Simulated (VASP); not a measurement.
# C (P6_3/mmc) in VASP: settings compared, part 2 of 2

VASP 6.6.1. The steps go on from the part before.

## (4) Single point, BLYP

This run uses another cell than the first one, of 5.82 Å³/atom.

INCAR

```
PREC = Accurate ; ENCUT = 520
EDIFF = 1E-7 ; ISMEAR = -1
SIGMA = 0.05 ; LREAL = F
LASPH = T ; NELM = 100
ALGO = Normal ; ISIF = 2
LWAVE = F ; LCHARG = T
GGA = B5 ; ALDAX = 1.0
AGGAX = 1.0 ; AGGAC = 1.0
ALDAC = 0.0 ; LELF = T
LVHAR = T ; NBANDS = 36
```

KPOINTS

```
Automatic mesh
0
Gamma
  12 12 3
```

POSCAR

```
C
1.0
    2.5387720833      0.0000000000      0.0000000000
   -1.2693860417      2.1986411186      0.0000000000
    0.0000000000      0.0000000000     12.5197046633
C
12
Direct
    0.6666666667      0.3333333333      0.3549169395
    0.3333333333      0.6666666667      0.8549169395
    0.6666666667      0.3333333333      0.1450830605
    0.3333333333      0.6666666667      0.6450830605
    0.6666666667      0.3333333333      0.4792413277
    0.3333333333      0.6666666667      0.9792413277
    0.6666666667      0.3333333333      0.0207586723
    0.3333333333      0.6666666667      0.5207586723
    0.0000000000      0.0000000000      0.8131794260
    0.0000000000      0.0000000000      0.3131794260
    0.0000000000      0.0000000000      0.6868205740
    0.0000000000      0.0000000000      0.1868205740
```

Potentials or basis: VASP PAW PBE potentials, release 64 (C).

The run is started by

```bash
$ cat potpaw_PBE.64/C/POTCAR > POTCAR
$ mpirun -np 1 vasp_std > vasp.out
```

OUTCAR:

```text
PREC = Accurate
   ENCUT = 520
   EDIFF = 1E-7
   ISMEAR = -1
   LREAL = F
   LASPH = T
   NELM = 100
   ISIF = 2
   GGA = B5

 ion  position               nearest neighbor table
   1  0.667  0.333  0.355-  10 1.56  10 1.56  10 1.56   5 1.56
   2  0.333  0.667  0.855-   9 1.56   9 1.56   9 1.56   6 1.56
   3  0.667  0.333  0.145-  12 1.56  12 1.56  12 1.56   7 1.56
   4  0.333  0.667  0.645-  11 1.56  11 1.56  11 1.56   8 1.56
   5  0.667  0.333  0.479-   8 1.56   8 1.56   8 1.56   1 1.56
[... 1168 lines left out ...]

 VOLUME and BASIS-vectors are now :
 -----------------------------------------------------------------------------
  energy-cutoff  :      520.00
  volume of cell :       69.88
      direct lattice vectors                 reciprocal lattice vectors
     2.538772083  0.000000000  0.000000000     0.393891207  0.227413194  0.000000000
    -1.269386042  2.198641119  0.000000000     0.000000000  0.454826389  0.000000000
     0.000000000  0.000000000 12.519704663     0.000000000  0.000000000  0.079874089

 POSITION                                       TOTAL-FORCE (eV/Angst)
 -----------------------------------------------------------------------------------
      1.26939      0.73288      4.44346        -0.000000      0.000000     -0.002013
     -0.00000      1.46576     10.70331         0.000000     -0.000000     -0.002013
      1.26939      0.73288      1.81640        -0.000000      0.000000      0.002013
     -0.00000      1.46576      8.07625         0.000000     -0.000000      0.002013
      1.26939      0.73288      5.99996        -0.000000      0.000000      0.000166
     -0.00000      1.46576     12.25981         0.000000     -0.000000      0.000166
      1.26939      0.73288      0.25989        -0.000000     -0.000000     -0.000166
     -0.00000      1.46576      6.51974         0.000000     -0.000000     -0.000166
      0.00000      0.00000     10.18077        -0.000000     -0.000000     -0.001605
      0.00000      0.00000      3.92091        -0.000000     -0.000000     -0.001605
      0.00000      0.00000      8.59879         0.000000      0.000000      0.001605
      0.00000      0.00000      2.33894        -0.000000      0.000000      0.001605
 -----------------------------------------------------------------------------------
    total drift:                               -0.000000      0.000000     -0.000000

  FREE ENERGIE OF THE ION-ELECTRON SYSTEM (eV)
  ---------------------------------------------------
  free  energy   TOTEN  =      -100.2896285038 eV

  energy  without entropy=     -100.2896285038  energy(sigma->0) =     -100.28962850
```

OSZICAR:

```text
N       E                     dE             d eps       ncg     rms          rms(c)
DAV:   1     0.138230118782E+03    0.13823E+03   -0.25522E+04  2736   0.130E+03
DAV:   2    -0.947716715207E+02   -0.23300E+03   -0.21896E+03  3568   0.255E+02
DAV:   3    -0.104336397163E+03   -0.95647E+01   -0.94925E+01  3644   0.475E+01
DAV:   4    -0.104469289466E+03   -0.13289E+00   -0.13237E+00  3616   0.586E+00
DAV:   5    -0.104472809627E+03   -0.35202E-02   -0.35175E-02  3548   0.860E-01    0.134E+01
DAV:   6    -0.101364511733E+03    0.31083E+01   -0.23331E+00  3216   0.718E+00    0.785E+00
DAV:   7    -0.100285876666E+03    0.10786E+01   -0.31459E+00  3220   0.842E+00    0.172E+00
DAV:   8    -0.100289690691E+03   -0.38140E-02   -0.74614E-02  3512   0.129E+00    0.103E-01
DAV:   9    -0.100289574674E+03    0.11602E-03   -0.15670E-03  3432   0.216E-01    0.447E-02
DAV:  10    -0.100289619180E+03   -0.44505E-04   -0.10761E-04  3500   0.540E-02    0.188E-02
DAV:  11    -0.100289628229E+03   -0.90488E-05   -0.10662E-05  3440   0.189E-02    0.635E-03
DAV:  12    -0.100289628914E+03   -0.68548E-06   -0.15651E-06  3620   0.748E-03    0.171E-03
DAV:  13    -0.100289628584E+03    0.32961E-06   -0.46361E-08  2580   0.122E-03    0.564E-04
DAV:  14    -0.100289628504E+03    0.80624E-07   -0.16548E-08  2208   0.714E-04
   1 F= -.10028963E+03 E0= -.10028963E+03  d E =-.168638E-10
```

stdout:

```text
POSCAR found type information on POSCAR C
 POSCAR found :  1 types and      12 ions
 scaLAPACK will be used
 -----------------------------------------------------------------------------
|                                                                             |
|                                                                             |
|     You enforced a specific xc type in the INCAR file but a different       |
|     I HOPE YOU KNOW WHAT YOU ARE DOING!                                     |
|                                                                             |
 -----------------------------------------------------------------------------

 LDA part: xc-table for (Slater(with rela. corr.)+VWN5), standard interpolation
 POSCAR, INCAR and KPOINTS ok, starting setup
 FFT: planning ... GRIDC
 FFT: planning ... GRID_SOFT
 FFT: planning ... GRID
 WAVECAR not read
 entering main loop
```

Run time: 2.5 min. Hardware: 1 thread of Intel Xeon 8259CL, shared host; peak memory 0.21 GiB.

Results:

* Free energy: -100.2896 eV
* Pressure: 0.7 GPa
* Band gap on the k mesh: 4.68 eV (least direct gap 5.49 eV)

Forces on the atoms (eV/Å):
```
C    0.000  0.000 -0.002
C    0.000  0.000 -0.002
C    0.000  0.000  0.002
C    0.000  0.000  0.002
C    0.000  0.000  0.000
C    0.000  0.000  0.000
C    0.000  0.000  0.000
C    0.000  0.000  0.000
C    0.000  0.000 -0.002
C    0.000  0.000 -0.002
C    0.000  0.000  0.002
C    0.000  0.000  0.002
```

Caveat: the PAW data sets were made with another functional, which shifts forces and pressure a little; an odd mesh through Γ misses points on the zone boundary, where band edges can lie.

## (5) Relaxation of cell and atoms, PBE

This run uses another cell than the first one, of 5.67 Å³/atom.

INCAR

```
  ALGO = Normal
  EDIFF = 1E-6
  EDIFFG = -0.01
  ENCUT = 600
  GGA = PE
  IBRION = 2
  ISIF = 3
  ISMEAR = -1
  LASPH = T
  LCHARG = F
  LREAL = F
  LWAVE = F
  NELM = 60
  NSW = 60
  PREC = Accurate
  SIGMA = 0.05
```

KPOINTS

```
k-points
0
Gamma
  12 12 3
```

POSCAR

```
C
1.0
    2.5221000000      0.0000000000      0.0000000000
   -1.2610500000      2.1842026709      0.0000000000
    0.0000000000      0.0000000000     12.3557000000
C
12
Direct
    0.6666666667      0.3333333333      0.3541700000
    0.3333333333      0.6666666667      0.8541700000
    0.6666666667      0.3333333333      0.1458300000
    0.3333333333      0.6666666667      0.6458300000
    0.6666666667      0.3333333333      0.4791700000
    0.3333333333      0.6666666667      0.9791700000
    0.6666666667      0.3333333333      0.0208300000
    0.3333333333      0.6666666667      0.5208300000
    0.0000000000      0.0000000000      0.8125000000
    0.0000000000      0.0000000000      0.3125000000
    0.0000000000      0.0000000000      0.6875000000
    0.0000000000      0.0000000000      0.1875000000
```

The run is started by

```bash
$ cat potpaw_PBE.64/C/POTCAR > POTCAR
$ mpirun -np 1 vasp_std > vasp.out
```

It took 6.2 min on 1 thread of Intel Xeon 8259CL, shared host; peak memory 0.22 GiB.

Results (log left out):

```
Free energy                           : -109.0709 eV
Relaxed volume                        : 5.70 Å³/atom
Relaxed cell                          : a = 2.520 Å, b = 2.520 Å, c = 12.426 Å, α = 90.00°, β = 90.00°, γ = 120.00°
Space group after relaxing (to 0.1 Å) : P6_3/mmc (No. 194)
Energy gained by relaxing             : 1.7 meV/atom
Ionic steps                           : 6
Pressure after relaxing               : 0.1 GPa
Largest force after relaxing          : 0.008 eV/Å
Band gap on the k mesh                : 4.44 eV (least direct gap 5.38 eV)
```

Forces in eV/Å, atoms in the order of the input:
```
C    0.000  0.000 -0.006
C    0.000  0.000 -0.006
C    0.000  0.000  0.006
C    0.000  0.000  0.006
C    0.000  0.000  0.005
C    0.000  0.000  0.005
C    0.000  0.000 -0.005
C    0.000  0.000 -0.005
C    0.000  0.000 -0.008
C    0.000  0.000 -0.008
C    0.000  0.000  0.008
C    0.000  0.000  0.008
```

Stress tensor (GPa, compression positive):
```
0.06 0.00 0.00
0.00 0.06 0.00
0.00 0.00 0.23
```

The path:
```csv
step,energy change (eV),largest force (eV/Å),pressure (GPa),volume (Å³)
1,0.0000,0.3319,2.07,68.06
2,0.0008,0.3510,-2.42,68.78
3,-0.0195,0.0893,-0.22,68.42
4,-0.0185,0.1641,0.03,68.37
5,-0.0200,0.0157,-0.13,68.40
6,-0.0200,0.0076,0.12,68.36
```

Final structure:
```
C
1.0
     2.52039    0.00000    0.00000
    -1.26020    2.18272    0.00000
     0.00000    0.00000   12.42642
C
12
Direct
  0.66667 0.33333 0.35492
  0.33333 0.66667 0.85492
  0.66667 0.33333 0.14508
  0.33333 0.66667 0.64508
  0.66667 0.33333 0.47923
  0.33333 0.66667 0.97923
  0.66667 0.33333 0.02077
  0.33333 0.66667 0.52077
  0.00000 0.00000 0.81315
  0.00000 0.00000 0.31315
  0.00000 0.00000 0.68685
  0.00000 0.00000 0.18685
```

Levels at points of the mesh, in eV from the valence-band top:
| k point | band 21 | band 22 | band 23 | band 24 | band 25 | band 26 | band 27 | band 28 |
| --- | --- | --- | --- | --- | --- | --- | --- | --- |
| (0.00, 0.00, 0.00) | -0.97 | -0.15 | 0.00 | 0.00 | 5.38 | 5.38 | 5.50 | 6.46 |
| (0.50, 0.00, 0.00) | -4.06 | -4.01 | -3.60 | -2.90 | 4.61 | 5.21 | 5.27 | 5.59 |

Caveat: an odd mesh through Γ misses points on the zone boundary, where band edges can lie. PBE usually gives volumes a little too large and moduli too small.

## (6) The runs side by side

| task | level | cell | cutoff (eV) | gap on the mesh (eV) | pressure (GPa) |
| --- | --- | --- | --- | --- | --- |
| single point | PBE | a = 2.520, b = 2.520, c = 12.429 Å, angles 90.0, 90.0, 120.0°, 12 atoms, atomic positions A | 520 | 4.44 | 0.7 |
| single point | revPBE | a = 2.530, b = 2.530, c = 12.473 Å, angles 90.0, 90.0, 120.0°, 12 atoms, atomic positions A | 520 | 4.40 | 0.5 |
| single point | BLYP | a = 2.539, b = 2.539, c = 12.520 Å, angles 90.0, 90.0, 120.0°, 12 atoms, atomic positions A | 520 | 4.68 | 0.7 |
| relaxation of cell and atoms | PBE | relaxed from a = 2.522, b = 2.522, c = 12.356 Å, angles 90.0, 90.0, 120.0°, 12 atoms, atomic positions B | 600 | 4.44 | 0.1 |

Alike in all rows: potentials or basis VASP PAW PBE potentials, release 64 (C); no spin polarisation; k mesh 12 × 12 × 3; smearing fermi-dirac 0.05 eV.

Caveats: an odd mesh through Γ misses points on the zone boundary, where band edges can lie; the PAW data sets were made with another functional, which shifts forces and pressure a little (at least some runs).

Total energies depend on the potentials used, so only differences within one code and one set of settings carry meaning.
